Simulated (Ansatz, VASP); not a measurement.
# Two plane-wave programs on LaGe2Rh2

```
La Ge Rh
1.0
    -2.09713    2.09713    5.30359
     2.09713   -2.09713    5.30359
     2.09713    2.09713   -5.30359
La Ge Rh
1 2 2
Direct
  0.00000 0.00000 0.00000
  0.62789 0.62789 0.00000
  0.37211 0.37211 0.00000
  0.75000 0.25000 0.50000
  0.25000 0.75000 0.50000
```

Alike in both runs: task electric field gradients; functional LDA; k mesh 12 × 12 × 12; occupations fermi-dirac, width 0.08 eV; no spin polarisation.

|  | VASP | Ansatz |
| --- | --- | --- |
| version | VASP 6.6.1 | Ansatz 0.2.0 |
| potentials or method | VASP PAW LDA potentials, release 64 (La, Ge_d, Rh_sv_GW) | PAW with Ansatz's default frozen-core files, scalar-relativistic |
| plane-wave cutoff (eV) | 460 | 420 |
| valence electrons in the cell | 73 | 73 |

|  | VASP | Ansatz | Ansatz less VASP |
| --- | --- | --- | --- |
| rms of the force components (eV/Å) | 0.053 | 0.073 | +0.0194 |
| size of Vzz on the site where it differs most (V/Å²) | 25.4 | 29.8 | +4.42 |

LDA's correlation is that of Perdew and Zunger in VASP and of Perdew and Wang (1992) in Ansatz. Atom by atom the forces differ by 0.019 eV/Å (rms over components).

Spin-orbit coupling is off throughout.
